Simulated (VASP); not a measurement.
# NdMo (Cmmm) in VASP: a series of runs

The runs below take NdMo through single point, with PBE.

Everything below comes from runs of VASP 6.6.1. Logs are shortened: lines on timing, memory, paths and dates and some standing lists are left out, and cuts for length are marked.

## (1) The cell of the first run

The structure is orthorhombic, space group Cmmm (No. 65). The conventional cell has a = 3.426 Å, b = 5.063 Å, c = 10.481 Å, α = 90.00°, β = 90.00°, γ = 90.00°. Nd (site symmetry mm2) has 5 Mo at 2.84 to 3.49 Å and 6 Nd at 3.06 to 3.43 Å within 3.7 Å. Within 3.7 Å of Mo (site symmetry mmm) lie 2 Nd at 2.84 Å and 6 Mo at 3.06 to 3.43 Å. Mo (site symmetry mmm) has 8 Nd at 2.95 to 3.49 Å and 6 Mo at 3.06 to 3.43 Å within 3.9 Å.

The cell was built from a structure type or drawn by symmetry, and may not be a known phase.

## (2) Single point, PBE

Contents of INCAR:

```
SYSTEM = NdMo
PREC = Accurate
ENCUT = 500
EDIFF = 1E-6
ISMEAR = 0
SIGMA = 0.2
LREAL = .False.
LASPH = .True.
NELM = 200
ALGO = Normal
ISIF = 2
LWAVE = .False.
LCHARG = .False.
GGA = PE
NBANDS = 33
GGA_COMPAT = .False.
LMAXMIX = 6
```

Contents of KPOINTS:

```
Automatic mesh
0
Gamma
  6 6 3
  0 0 0
```

Contents of POSCAR:

```
NdMo
1.0
    1.7128213817     -2.5314062856      0.0000000000
    1.7128213817      2.5314062856      0.0000000000
    0.0000000000      0.0000000000     10.4807880194
Nd Mo
2 2
Direct
    0.5000000000      0.5000000000      0.7289682060
    0.5000000000      0.5000000000      0.2710317940
    0.5000000000      0.5000000000      0.0000000000
    0.0000000000      0.0000000000      0.5000000000
```

Potentials or basis: VASP PAW PBE potentials, release 64 (Nd_3, Mo_sv), 4f in core.

On the command line:

```console
cat potpaw_PBE.64/Nd_3/POTCAR potpaw_PBE.64/Mo_sv/POTCAR > POTCAR
mpirun -np 1 vasp_std > vasp.out
```

OUTCAR:

```text
SYSTEM = NdMo
   PREC = Accurate
   ENCUT = 500
   EDIFF = 1E-6
   ISMEAR = 0
   LREAL = .False.
   LASPH = .True.
   NELM = 200
   ISIF = 2
   GGA = PE

 ion  position               nearest neighbor table
   1  0.500  0.500  0.729-   3 2.84   4 2.95   4 2.95   4 3.49   4 3.49
   2  0.500  0.500  0.271-   3 2.84   4 2.95   4 2.95   4 3.49   4 3.49
   3  0.500  0.500  0.000-   1 2.84   2 2.84
   4  0.000  0.000  0.500-   1 2.95   2 2.95   1 2.95   2 2.95   1 3.49   2 3.49   1 3.49   2 3.49

  LATTYP: Found a base centered orthorhombic cell.
 ALAT       =     3.4256427634
 B/A-ratio  =     1.4779160937
 C/A-ratio  =     3.0595099207

  Lattice vectors:

 A1 = (   1.7128213817,  -2.5314062856,   0.0000000000)
 A2 = (   1.7128213817,   2.5314062856,   0.0000000000)
 A3 = (   0.0000000000,   0.0000000000,  10.4807880194)

Analysis of symmetry for initial positions (statically):
=====================================================================
 Subroutine PRICEL returns:
 Original cell was already a primitive cell.

 Routine SETGRP: Setting up the symmetry group for a
 base centered orthorhombic supercell.

 Subroutine GETGRP returns: Found  8 space group operations
 (whereof  8 operations were pure point group operations)
 out of a pool of  8 trial point group operations.

The static configuration has the point symmetry D_2h.

Analysis of symmetry for dynamics (positions and initial velocities):
=====================================================================
 Subroutine PRICEL returns:
 Original cell was already a primitive cell.

 Routine SETGRP: Setting up the symmetry group for a
 base centered orthorhombic supercell.

 Subroutine GETGRP returns: Found  8 space group operations
 (whereof  8 operations were pure point group operations)
 out of a pool of  8 trial point group operations.

The dynamic configuration has the point symmetry D_2h.

 Subroutine INISYM returns: Found  8 space group operations
 (whereof  8 operations are pure point group operations),
 and found     1 'primitive' translations

----------------------------------------------------------------------------------------

                                     Primitive cell

  volume of cell :      90.8862

  direct lattice vectors                    reciprocal lattice vectors
     1.712821382 -2.531406286  0.000000000     0.291916020 -0.197518669  0.000000000
     1.712821382  2.531406286  0.000000000     0.291916020  0.197518669  0.000000000
     0.000000000  0.000000000 10.480788019     0.000000000  0.000000000  0.095412673

  length of vectors
     3.056431722  3.056431722 10.480788019     0.352460760  0.352460760  0.095412673

  position of ions in fractional coordinates (direct lattice)
     0.500000000  0.500000000  0.728968206
     0.500000000  0.500000000  0.271031794
     0.500000000  0.500000000  0.000000000
     0.000000000  0.000000000  0.500000000

  ion indices of the primitive-cell ions
   primitive index   ion index
                 1           1
                 2           2
                 3           3
                 4           4

----------------------------------------------------------------------------------------

 KPOINTS: Automatic mesh

Automatic generation of k-mesh.
 Grid dimensions read from file:
 generate k-points for:    6    6    3

 Generating k-lattice:

  Cartesian coordinates                     Fractional coordinates (reciprocal lattice)
     0.048652670 -0.032919778  0.000000000     0.166666667  0.000000000  0.000000000
     0.048652670  0.032919778  0.000000000     0.000000000  0.166666667  0.000000000
     0.000000000  0.000000000  0.031804224     0.000000000  0.000000000  0.333333333

  Length of vectors
     0.058743460  0.058743460  0.031804224

  Shift w.r.t. Gamma in fractional coordinates (k-lattice)
     0.000000000  0.000000000  0.000000000

 Subroutine IBZKPT returns following result:
 ===========================================

 Found     26 irreducible k-points:

 Following reciprocal coordinates:
            Coordinates               Weight
  0.000000  0.000000  0.000000      1.000000
  0.166667  0.000000  0.000000      4.000000
  0.333333  0.000000  0.000000      4.000000
  0.500000  0.000000  0.000000      2.000000
  0.166667  0.166667  0.000000      2.000000
  0.333333  0.166667  0.000000      4.000000
[... 16 lines left out ...]
  0.333333  0.333333  0.333333      4.000000
  0.500000  0.333333  0.333333      8.000000
 [... further k-points ...]
   k-points           NKPTS =     26   k-points in BZ     NKDIM =     26   number of bands    NBANDS=     33
   number of dos      NEDOS =    301   number of ions     NIONS =      4
   total plane-waves  NPLWV =  46080
   dimension x,y,z NGX =    24 NGY =   24 NGZ =   80
   dimension x,y,z NGXF=    48 NGYF=   48 NGZF=  160
   ions per type =               2   2
   NGX,Y,Z   is equivalent  to a cutoff of  13.05, 13.05, 12.69 a.u.
   NGXF,Y,Z  is equivalent  to a cutoff of  26.11, 26.11, 25.38 a.u.
 SYSTEM =  NdMo
   PREC   = accura    normal or accurate (medium, high low for compatibility)
   ISTART =      0    job   : 0-new  1-cont  2-samecut
   ICHARG =      2    charge: 1-file 2-atom 10-const
   ISPIN  =      1    spin polarized calculation?
   LNONCOLLINEAR =      F non collinear calculations
   LSORBIT =      F    spin-orbit coupling
   LASPH  =      T    aspherical Exc in radial PAW
   ENCUT  =  500.0 eV  36.75 Ry    6.06 a.u.   5.57  5.57 19.11*2*pi/ulx,y,z
   NELM   =    200;   NELMIN=  2; NELMDL= -5     # of ELM steps
   EDIFF  = 0.1E-05   stopping-criterion for ELM
   LREAL  =      F    real-space projection
   EDIFFG = 0.1E-04   stopping-criterion for IOM
   NSW    =      0    number of steps for IOM
   IBRION =     -1    ionic relax: 0-MD 1-quasi-New 2-CG
   NFREE  =      0    steps in history (QN), initial steepest desc. (CG)
   ISIF   =      2    stress and relaxation
   ISYM   =      2    0-nonsym 1-usesym 2-fastsym
   POTIM  = 0.5000    time-step for ionic-motion
   TEBEG  =    0.0;   TEEND  =   0.0 temperature during run
   PSTRESS=    0.0 pullay stress
   NELECT =      50.0000    total number of electrons
   NUPDOWN=      -1.0000    fix difference up-down
   EMIN   =  10.00;   EMAX   =-10.00  energy-range for DOS
   EFERMI =   0.00;   METHOD = LEGACY
   ISMEAR =     0;   SIGMA  =   0.20  broadening in eV -4-tet -1-fermi 0-gaus
   EFERMI_NEDOS =   21; number of points for ismear=-14 and -15
   IALGO  =     38    algorithm
   IMIX   =      4    mixing-type and parameters
     AMIX     =   0.40;   BMIX     =  1.00
     AMIX_MAG =   1.60;   BMIX_MAG =  1.00
  volume/ion in A,a.u.               =      22.72       153.33
  Fermi-wavevector in a.u.,A,eV,Ry     =   1.341422  2.534921 24.482513  1.799414
  Thomas-Fermi vector in A             =   2.469657
   LORBIT       =      0    0 simple, 1 ext, 2 COOP (PROOUT), +10 PAW based schemes
   GGA     = PE    functional components
   LHFCALC =     F    Hartree Fock is set to
   AEXX    =    0.0000 exact exchange contribution
   IVDW    =     0    specifies the selected vdW correction
   LEPSILON=     F    determine dielectric tensor
   LRPA    =     F    only Hartree local field effects (RPA)
 non-spin polarized calculation
 Gauss-broadening in eV      SIGMA  =   0.20
  energy-cutoff  :      500.00
  volume of cell :       90.89
 maximum number of plane-waves:      2345
 NGX is ok and might be reduce to    24
   NGX = 11   NGY = 11   NGZ = 39

 number of electron      50.0000003 magnetization

 Free energy of the ion-electron system (eV)
  ---------------------------------------------------
  ext. energy  EPLUGINS =         0.00000000
  ---------------------------------------------------
  free energy    TOTEN  =       -27.19742979 eV

  energy without entropy =      -27.09799768  energy(sigma->0) =      -27.14771373

 E-fermi :   6.6542     XC(G=0): -11.4476

 val. band max:        6.6426623903   @ k =   0.1667   0.0000   0.3333
 cond. band min:       6.6640911455   @ k =   0.1667   0.0000   0.0000
 fundamental gap:      0.0214287553
 Fermi energy:         6.6542338031

 k-point     1 :       0.0000    0.0000    0.0000
  band No.  band energies     occupation
      1     -54.1162      2.00000
      2     -53.8370      2.00000
      3     -30.9158      2.00000
      4     -30.8755      2.00000
      5     -28.2394      2.00000
      6     -27.9934      2.00000
[... 25 lines left out ...]
     32       7.9836      0.00000
     33       8.1257      0.00000

 k-point     2 :       0.1667    0.0000    0.0000
  band No.  band energies     occupation
      1     -54.1078      2.00000
      2     -53.8282      2.00000
      3     -30.8131      2.00000
      4     -30.7796      2.00000
      5     -28.2278      2.00000
      6     -28.0549      2.00000
[... 25 lines left out ...]
     32       8.4180      0.00000
     33       8.6757      0.00000

 k-point     3 :       0.3333    0.0000    0.0000
  band No.  band energies     occupation
      1     -54.0909      2.00000
      2     -53.8106      2.00000
      3     -30.5975      2.00000
      4     -30.5806      2.00000
      5     -28.2165      2.00000
      6     -28.2040      2.00000
[... 25 lines left out ...]
     32      10.1468      0.00000
     33      10.1855      0.00000

 k-point     4 :       0.5000    0.0000    0.0000
  band No.  band energies     occupation
      1     -54.0825      2.00000
      2     -53.8017      2.00000
      3     -30.4840      2.00000
      4     -30.4775      2.00000
      5     -28.2996      2.00000
      6     -28.1917      2.00000
[... 25 lines left out ...]
     32      10.8602      0.00000
     33      10.9289      0.00000

 k-point     5 :       0.1667    0.1667    0.0000
  band No.  band energies     occupation
      1     -54.0979      2.00000
      2     -53.8178      2.00000
      3     -30.6781      2.00000
      4     -30.6590      2.00000
      5     -28.2130      2.00000
      6     -28.1043      2.00000
[... 604 lines left out ...]
 k-point    22 :      -0.1667    0.1667    0.3333
  band No.  band energies     occupation
      1     -54.1023      2.00000
      2     -53.8228      2.00000
      3     -30.7565      2.00000
      4     -30.7365      2.00000
      5     -28.2195      2.00000
      6     -28.0321      2.00000
[... 25 lines left out ...]
     32       9.0093      0.00000
     33       9.1600      0.00000

 k-point    23 :       0.3333    0.3333    0.3333
  band No.  band energies     occupation
      1     -54.0701      2.00000
      2     -53.7891      2.00000
      3     -30.3577      2.00000
      4     -30.3347      2.00000
      5     -28.2155      2.00000
      6     -28.1803      2.00000
[... 25 lines left out ...]
     32       9.7758      0.00000
     33      10.3657      0.00000

 k-point    24 :       0.5000    0.3333    0.3333
  band No.  band energies     occupation
      1     -54.0661      2.00000
      2     -53.7852      2.00000
      3     -30.3277      2.00000
      4     -30.3110      2.00000
      5     -28.2822      2.00000
      6     -28.1739      2.00000
[... 25 lines left out ...]
     32      10.5150      0.00000
     33      11.0488      0.00000

 [... further k-points ...]

------------------------ aborting loop because EDIFF is reached ----------------------------------------

  FORCE on cell =-STRESS in cart. coord.  units (eV):
  Direction    XX          YY          ZZ          XY          YZ          ZX
  --------------------------------------------------------------------------------------
  -------------------------------------------------------------------------------------
  Total        0.1195742      0.1676682      0.5233403      0.0000000      0.0000000      0.0000000
  in kB        2.1079011      2.9557206      9.2256487      0.0000000      0.0000000      0.0000000
  external PRESSURE =       4.7630901 kB  Pullay stress =       0.0000000 kB

 VOLUME and BASIS-vectors are now :
 -----------------------------------------------------------------------------
  energy-cutoff  :      500.00
  volume of cell :       90.89
      direct lattice vectors                 reciprocal lattice vectors
     1.712821382 -2.531406286  0.000000000     0.291916020 -0.197518669  0.000000000
     1.712821382  2.531406286  0.000000000     0.291916020  0.197518669  0.000000000
     0.000000000  0.000000000 10.480788019     0.000000000  0.000000000  0.095412673

 POSITION                                       TOTAL-FORCE (eV/Angst)
 -----------------------------------------------------------------------------------
      1.71282      0.00000      7.64016         0.000000      0.000000      0.009728
      1.71282      0.00000      2.84063         0.000000      0.000000     -0.009728
      1.71282      0.00000      0.00000        -0.000000     -0.000000      0.000000
      0.00000      0.00000      5.24039        -0.000000      0.000000      0.000000
 -----------------------------------------------------------------------------------
    total drift:                               -0.000000     -0.000000     -0.000000

  FREE ENERGIE OF THE ION-ELECTRON SYSTEM (eV)
  ---------------------------------------------------
  free  energy   TOTEN  =       -27.1974297875 eV

  energy  without entropy=      -27.0979976800  energy(sigma->0) =      -27.14771373
```

Wall time 38 s (1 thread of Intel Xeon 6975P-C (Granite Rapids), shared host); peak memory 0.23 GiB.

Results:

* Free energy: -27.1974 eV
* Pressure: 0.5 GPa
* Largest force: 0.010 eV/Å
* Band gap on the k mesh: zero (bands 25 and 26 overlap by 0.85 eV)

Forces on the atoms (eV/Å):
```
Nd   0.000  0.000  0.010
Nd   0.000  0.000 -0.010
Mo   0.000  0.000  0.000
Mo   0.000  0.000  0.000
```

Stress tensor (GPa, compression positive):
```
0.21 0.00 0.00
0.00 0.30 0.00
0.00 0.00 0.92
```

Caveat: the k points lie up to 0.37 Å⁻¹ apart, too coarse for converged energies and pressures of a metal; spin-orbit coupling is left out, which moves the levels of the heavy elements; the 4f electrons are frozen in the core, so they carry no moment and show no levels.

## (3) Single point, PBE

This run uses another cell than the first one, of 25.09 Å³/atom.

Contents of INCAR:

```
SYSTEM = NdMo
ALGO = Normal
EDIFF = 1E-6
ENCUT = 500
GGA = PE
GGA_COMPAT = .False.
ISIF = 2
ISMEAR = 0
LASPH = .True.
LCHARG = .True.
LELF = .True.
LMAXMIX = 6
LREAL = .False.
LVHAR = .True.
LWAVE = .False.
NBANDS = 33
NELM = 200
PREC = Accurate
SIGMA = 0.2
```

Contents of KPOINTS:

```
k-points
0
Gamma
  4 4 6
  0 0 0
```

Contents of POSCAR:

```
NdMo
1.0
    4.2266272878     -3.4186389744      0.0000000000
    4.2266272878      3.4186389744      0.0000000000
    0.0000000000      0.0000000000      3.4731244520
Nd Mo
2 2
Direct
    0.2969085851      0.2969085851      0.0000000000
    0.7030914149      0.7030914149      0.0000000000
    0.8413425115      0.1586574885      0.5000000000
    0.1586574885      0.8413425115      0.5000000000
```

Potentials or basis: VASP PAW PBE potentials, release 64 (Nd_3, Mo_sv), 4f in core.

On the command line:

```console
cat potpaw_PBE.64/Nd_3/POTCAR potpaw_PBE.64/Mo_sv/POTCAR > POTCAR
mpirun -np 1 vasp_std > vasp.out
```

It took 41 s on 1 thread of Intel Xeon 6975P-C (Granite Rapids), shared host; peak memory 0.24 GiB.

Results (log left out):

| Quantity | Value |
| --- | --- |
| Free energy | -29.4148 eV |
| Pressure | 0.5 GPa |
| Largest force | 0.255 eV/Å |
| Band gap on the k mesh | zero (bands 25 and 26 overlap by 1.21 eV) |

Forces in eV/Å, atoms in the order of the input:
```
Nd   0.004  0.000  0.000
Nd  -0.004  0.000  0.000
Mo   0.000  0.255  0.000
Mo   0.000 -0.255  0.000
```

Stress tensor (GPa, compression positive):
```
 0.77  0.00  0.00
 0.00  0.71  0.00
 0.00  0.00 -0.11
```

Levels at points of the mesh, in eV from the Fermi level:
```csv
k point,band 22,band 23,band 24,band 25,band 26,band 27,band 28,band 29
"(0.00, 0.00, 0.00)",-1.86,-0.53,0.22,0.29,0.68,0.80,1.02,1.79
"(0.50, 0.00, 0.00)",-1.69,-1.19,-0.59,-0.49,0.10,0.88,1.13,1.14
"(0.50, 0.50, 0.00)",-0.99,-0.96,-0.65,-0.28,0.32,0.48,0.63,0.72
"(0.00, 0.00, 0.50)",-1.62,-1.46,-1.16,-0.16,0.76,0.91,1.27,1.27
"(0.50, 0.00, 0.50)",-1.41,-1.22,-0.63,-0.45,0.17,0.38,1.61,1.69
"(0.50, 0.50, 0.50)",-1.50,-1.08,0.10,0.83,1.07,1.37,1.39,1.61
```

Caveat: spin-orbit coupling is left out, which moves the levels of the heavy elements; the 4f electrons are frozen in the core, so they carry no moment and show no levels.

## (4) Single point, PBE

This run uses another cell than the first one, of 25.09 Å³/atom.

Contents of INCAR:

```
SYSTEM = NdMo
PREC = Accurate
ENCUT = 500
EDIFF = 1E-6
ISMEAR = 0
SIGMA = 0.1
LREAL = .False.
LASPH = .True.
NELM = 200
ALGO = Normal
ISIF = 2
LWAVE = .False.
LCHARG = .True.
GGA = PE
LELF = .True.
LVHAR = .True.
NBANDS = 33
GGA_COMPAT = .False.
LMAXMIX = 6
```

Contents of KPOINTS:

```
Automatic mesh
0
Gamma
  4 4 6
  0 0 0
```

Contents of POSCAR:

```
NdMo
1.0
    3.4186389744     -4.2266272878      0.0000000000
    3.4186389744      4.2266272878      0.0000000000
    0.0000000000      0.0000000000      3.4731244520
Nd Mo
2 2
Direct
    0.7030914149      0.2969085851      0.0000000000
    0.2969085851      0.7030914149      0.0000000000
    0.8413425115      0.8413425115      0.5000000000
    0.1586574885      0.1586574885      0.5000000000
```

On the command line:

```console
cat potpaw_PBE.64/Nd_3/POTCAR potpaw_PBE.64/Mo_sv/POTCAR > POTCAR
mpirun -np 1 vasp_std > vasp.out
```

It took 43 s on 1 thread of Intel Xeon 6975P-C (Granite Rapids), shared host; peak memory 0.24 GiB.

It converged, with:

```
Free energy            : -29.3777 eV
Pressure               : 0.4 GPa
Largest force          : 0.241 eV/Å
Band gap on the k mesh : zero (bands 25 and 26 overlap by 1.21 eV)
```

Forces on the atoms (eV/Å):
```
Nd   0.000  0.010  0.000
Nd   0.000 -0.010  0.000
Mo  -0.241  0.000  0.000
Mo   0.241  0.000  0.000
```

Stress tensor (GPa, compression positive):
```
 0.68  0.00  0.00
 0.00  0.87  0.00
 0.00  0.00 -0.20
```

Levels at points of the mesh, in eV from the Fermi level:
| k point | band 22 | band 23 | band 24 | band 25 | band 26 | band 27 | band 28 | band 29 |
| --- | --- | --- | --- | --- | --- | --- | --- | --- |
| (0.00, 0.00, 0.00) | -1.86 | -0.53 | 0.21 | 0.29 | 0.68 | 0.80 | 1.02 | 1.79 |
| (0.50, 0.00, 0.00) | -1.69 | -1.19 | -0.60 | -0.49 | 0.10 | 0.88 | 1.13 | 1.14 |
| (0.50, 0.50, 0.00) | -0.98 | -0.96 | -0.65 | -0.28 | 0.32 | 0.48 | 0.63 | 0.72 |
| (0.00, 0.00, 0.50) | -1.62 | -1.47 | -1.16 | -0.16 | 0.76 | 0.91 | 1.27 | 1.28 |
| (0.50, 0.00, 0.50) | -1.41 | -1.22 | -0.63 | -0.45 | 0.17 | 0.38 | 1.61 | 1.69 |
| (0.50, 0.50, 0.50) | -1.50 | -1.08 | 0.11 | 0.83 | 1.07 | 1.37 | 1.39 | 1.61 |

Caveat: spin-orbit coupling is left out, which moves the levels of the heavy elements; the 4f electrons are frozen in the core, so they carry no moment and show no levels. Spin polarisation is off, so any magnetic state and its effect on volume and gap are missing.

## (5) The runs side by side

| cell | k mesh | smearing | gap on the mesh (eV) | pressure (GPa) | largest force (eV/Å) |
| --- | --- | --- | --- | --- | --- |
| a = 3.056, b = 3.056, c = 10.481 Å, angles 90.0, 90.0, 111.8°, 4 atoms, atomic positions A | 6 × 6 × 3 | gaussian 0.2 eV | none | 0.5 | 0.01 |
| a = 5.436, b = 5.436, c = 3.473 Å, angles 90.0, 90.0, 77.9°, 4 atoms, atomic positions B | 4 × 4 × 6 | gaussian 0.2 eV | none | 0.5 | 0.25 |
| a = 5.436, b = 5.436, c = 3.473 Å, angles 90.0, 90.0, 102.1°, 4 atoms, atomic positions C | 4 × 4 × 6 | gaussian 0.1 eV | none | 0.4 | 0.24 |

Alike in all rows: task single point; level PBE; potentials or basis VASP PAW PBE potentials, release 64 (Nd_3, Mo_sv), 4f in core; no spin polarisation; cutoff (eV) 500.

Caveats: some runs use coarse meshes; spin-orbit coupling is left out, which moves the levels of the heavy elements; the 4f electrons are frozen in the core, so they carry no moment and show no levels.

Total energies depend on the potentials used, so only differences within one code and one set of settings carry meaning.
